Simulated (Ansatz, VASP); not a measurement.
# One calculation of Rh, two programs

```
CELL_PARAMETERS angstrom
2.73098 0.04096 0.00000
-1.33001 2.34461 0.00000
0.00000 0.00000 4.42849
ATOMIC_POSITIONS crystal
Rh 0.66667 0.33333 0.75000
Rh 0.33333 0.66667 0.25000
```

Change from the starting cell: strain +0.0300 x Voigt [0, 0, 0, 0, 0, 1], atoms carried along.

Alike in both runs: task single point; functional PBEsol; k mesh 18 × 18 × 12; occupations gaussian, width 0.15 eV; no spin polarisation.

|  | VASP | Ansatz |
| --- | --- | --- |
| version | VASP 6.6.1 | Ansatz 0.2.0 |
| potentials or method | VASP PAW PBE potentials, release 64 (Rh_pv), cutoff 520 eV | scalar-relativistic, plane waves, PAW |
| valence electrons in the cell | 30 | 34 |

Ansatz gave:

* gap on the k mesh at the Fermi level (eV): none
* pressure (GPa): -13.5
* traceless stress, the component that is largest in VASP (GPa): -3.96
* rms of the force components (eV/Å): 0.031

**Question.** Which values does VASP return?

**Answer.** gap on the k mesh at the Fermi level (eV): none; pressure (GPa): -13.4; traceless stress, the component that is largest in VASP (GPa): -3.95; rms of the force components (eV/Å): 0.031.

VASP's potentials were made for PBE, not for PBEsol. Atom by atom the forces differ by 0.000 eV/Å (rms over components). A gap of «none» marks a metal or a gap that the smearing closes. VASP's potentials hold 30 valence electrons a cell and Ansatz's 34, so a difference there can come from the potentials and not from the codes.
